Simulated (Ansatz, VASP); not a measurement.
# Tl: VASP beside Ansatz

```
Tl
1.0
     3.40929    0.00000    0.00000
    -1.70465    2.95253    0.00000
     0.00000    0.00000    5.45033
Tl
2
Direct
  0.66667 0.33333 0.75000
  0.33333 0.66667 0.25000
```

Alike in both runs: task single point; functional PBEsol; k mesh 9 × 9 × 5; occupations fermi-dirac, width 0.05 eV; no spin polarisation.

|  | VASP | Ansatz |
| --- | --- | --- |
| version | VASP 6.6.1 | Ansatz 0.2.0 |
| potentials or method | VASP PAW PBE potentials, release 64 (Tl_d) | Ansatz PAW |
| plane-wave cutoff (eV) | 520 | 420 |
| valence electrons in the cell | 26 | 26 |

```tsv
	VASP	Ansatz	Ansatz less VASP
gap on the k mesh at the Fermi level (eV)	none	none	-
pressure (GPa)	1.8	1.9	+0.07
traceless stress, the component that is largest in VASP (GPa)	1.08	1.08	+0.007
```

VASP's potentials were made for PBE, not for PBEsol. A gap of «none» marks a metal or a gap that the smearing closes.

Neither program's run includes spin-orbit coupling.
